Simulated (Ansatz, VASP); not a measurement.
One calculation of Na3Al, two programs

File INCAR:

```
SYSTEM = Na3Al
ALGO     = Normal         ! electronic algorithm
EDIFF    = 1E-7           ! SCF threshold, eV
ENCUT    = 520            ! plane-wave cutoff, eV
GGA      = PE             ! functional
ISIF     = 2              ! what is computed and relaxed
ISMEAR   = -1             ! smearing method
LASPH    = .True.         ! aspherical terms in the spheres
LCHARG   = .True.         ! write CHGCAR
LELF     = .True.         ! ELF
LREAL    = .False.        ! projectors in reciprocal space
LVHAR    = .True.       
LWAVE    = .False.        ! write WAVECAR
NBANDS   = 20             ! bands
NELM     = 60             ! most SCF steps
PREC     = Accurate       ! precision mode
SIGMA    = 0.1            ! smearing width, eV
```

File KPOINTS:

```
k-points
0
Gamma
  5 5 5
  0 0 0
```

The input POSCAR:

```
Na3Al
1.0
    0.0000000000      3.8330040000      3.8330040000
    3.8330040000      0.0000000000      3.8330040000
    3.8330040000      3.8330040000      0.0000000000
Na Al
3 1
Direct
    0.2500000000      0.2500000000      0.2500000000
    0.7500000000      0.7500000000      0.7500000000
    0.5000000000      0.5000000000      0.5000000000
    0.0000000000      0.0000000000      0.0000000000
```

Input for Ansatz:

```yaml
crystal:
  lattice:
    - [0.0, 3.833004, 3.833004]
    - [3.833004, 0.0, 3.833004]
    - [3.833004, 3.833004, 0.0]
  atoms:
    - { symbol: Na, position: [0.25, 0.25, 0.25] }
    - { symbol: Na, position: [0.7500000000000001, 0.7500000000000001, 0.7500000000000001] }
    - { symbol: Na, position: [0.5, 0.5, 0.5] }
    - { symbol: Al, position: [0.0, 0.0, 0.0] }
kpoints:
  mp_grid:
    grid: [5, 5, 5]
    shift: [0.0, 0.0, 0.0]
hamiltonian:
  xc: pbe
  pseudopotentials:
    kind: all_electron
    lapw: {}
scf:
  occupations:
    method: fermi_dirac
output:
  forces: true
  stress: true
  eigenvalues: true
```

Alike in both runs: task single point; functional PBE; k mesh 5 × 5 × 5; no spin polarisation.

|  | VASP | Ansatz |
| --- | --- | --- |
| version | VASP 6.6.1 | Ansatz 0.2.0 |
| potentials or method | VASP PAW PBE potentials, release 64 (Na_pv, Al), cutoff 520 eV | all-electron (LAPW or listed datasets) |
| occupations | fermi-dirac, width 0.1 eV | fermi-dirac |

|  | VASP | Ansatz | Ansatz less VASP |
| --- | --- | --- | --- |
| gap on the k mesh at the Fermi level (eV) | none | none | - |
| pressure (GPa) | 0.1 | 0.1 | 0.00 |

A gap of «none» marks a metal or a gap that the smearing closes. Ansatz ran all-electron here, and VASP with PAW potentials.
